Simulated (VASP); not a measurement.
A run of VASP 6.6.1 is set up as follows.

Contents of POSCAR:

```
Ir
1.0
    2.7182312917      0.0000000000      0.0000000000
   -1.3591156459      2.3540573520      0.0000000000
    0.0000000000      0.0000000000     23.6582796676
Ir
4
Direct
    0.6666666667      0.3333333333      0.3592822521
    0.3333333333      0.6666666667      0.4530940840
    0.0000000000      0.0000000000      0.5452335064
    0.6666666667      0.3333333333      0.6372806647
```

File INCAR.step1:

```
SYSTEM = Ir
PREC = Accurate ; ENCUT = 520
ISMEAR = 0 ; SIGMA = 0.1
LREAL = .FALSE. ; LASPH = .TRUE.
NELM = 60 ; LDIPOL = .TRUE.
IDIPOL = 3 ; DIPOL = 0.5 0.5 0.499
NBANDS = 26 ; GGA = PE
ALGO = Normal ; EDIFF = 1E-4
LWAVE = .TRUE. ; LCHARG = .FALSE.
```

File INCAR.step2:

```
SYSTEM = Ir
PREC = Accurate ; ENCUT = 520
EDIFF = 1E-6 ; ISMEAR = 0
SIGMA = 0.1 ; LREAL = .FALSE.
LASPH = .TRUE. ; NELM = 60
ALGO = Normal ; ISIF = 2
LWAVE = .FALSE. ; LCHARG = .FALSE.
LDIPOL = .TRUE. ; IDIPOL = 3
DIPOL = 0.5 0.5 0.499 ; METAGGA = R2SCAN
LMIXTAU = .TRUE. ; NBANDS = 26
ISTART = 1
```

KPOINTS

```
Automatic mesh
0
G
  12 12 1
  0 0 0
```

Potentials or basis: VASP PAW PBE potentials, release 64 (Ir).

Run with:

```sh
$ cat potpaw_PBE.64/Ir/POTCAR > POTCAR
$ cp INCAR.step1 INCAR
$ mpirun -np 1 vasp_std > vasp.out
$ cp INCAR.step2 INCAR
$ mpirun -np 1 vasp_std > vasp.out
```

**Question.** Predict the band gap on the k mesh.

**Answer.** Zero (band 18 reaches 1.52 eV, above the bottom of band 19 at -0.98 eV).

**Question.** What does it give for the largest force?

**Answer.** 0.450 eV/Å.

Forces in eV/Å, atoms in the order of the input:
```
Ir   0.000  0.000  0.323
Ir   0.000  0.000 -0.450
Ir   0.000  0.000  0.007
Ir   0.000  0.000  0.121
```

Caveat: the PAW data sets were made with another functional, which shifts forces and pressure a little; spin-orbit coupling is left out, which moves the levels of the heavy elements.
